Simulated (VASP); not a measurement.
Wanted: the native input for a VASP 6.6.1 run.

- Task: single point
- Functional: PBE
- Potentials or basis: VASP PAW PBE potentials, release 64 (Sr_sv, Mg, P)
- Cutoff: 520 eV
- k mesh: 8 × 8 × 8
- Occupations: fermi-dirac, width 0.1 eV
- Spin: no spin polarisation
- Dipole correction: no
- Further INCAR settings: ALGO = Normal; EDIFF = 1e-07; NBANDS = 22

The structure of SrMgP3 lies in POSCAR:

```
SrMgP3
1.0
    4.1757260000      0.0000000000      0.0000000000
    0.0000000000      4.1757260000      0.0000000000
    0.0000000000      0.0000000000      4.1757260000
Sr Mg P
1 1 3
Direct
    0.5000000000      0.5000000000      0.5000000000
    0.0000000000      0.0000000000      0.0000000000
    0.5000000000      0.0000000000      0.0000000000
    0.0000000000      0.5000000000      0.0000000000
    0.0000000000      0.0000000000      0.5000000000
```

The input as run:

INCAR

```
SYSTEM = SrMgP3
PREC = Accurate ; ENCUT = 520
EDIFF = 1E-7 ; ISMEAR = -1
SIGMA = 0.1 ; LREAL = .False.
LASPH = .True. ; NELM = 100
ALGO = Normal ; ISIF = 2
LWAVE = .False. ; LCHARG = .True.
GGA = PE ; LELF = .True.
LVHAR = .True. ; NBANDS = 22
```

KPOINTS

```
regular mesh
0
Gamma
  8 8 8
  0 0 0
```

Potentials or basis: VASP PAW PBE potentials, release 64 (Sr_sv, Mg, P).

Launch:

```bash
$ cat potpaw_PBE.64/Sr_sv/POTCAR potpaw_PBE.64/Mg/POTCAR potpaw_PBE.64/P/POTCAR > POTCAR
$ mpirun -np 1 vasp_std > vasp.out
```

Results of the run:

| Item | Value |
| --- | --- |
| Pressure | 59.3 GPa |
| Band gap on the k mesh | zero (an odd number of electrons rules out a gap without spin polarisation) |

Caveat: the cell stands under pressure.

It took 46 s on 1 thread of Intel Xeon 8259CL, on a shared host, peak memory 0.21 GiB.
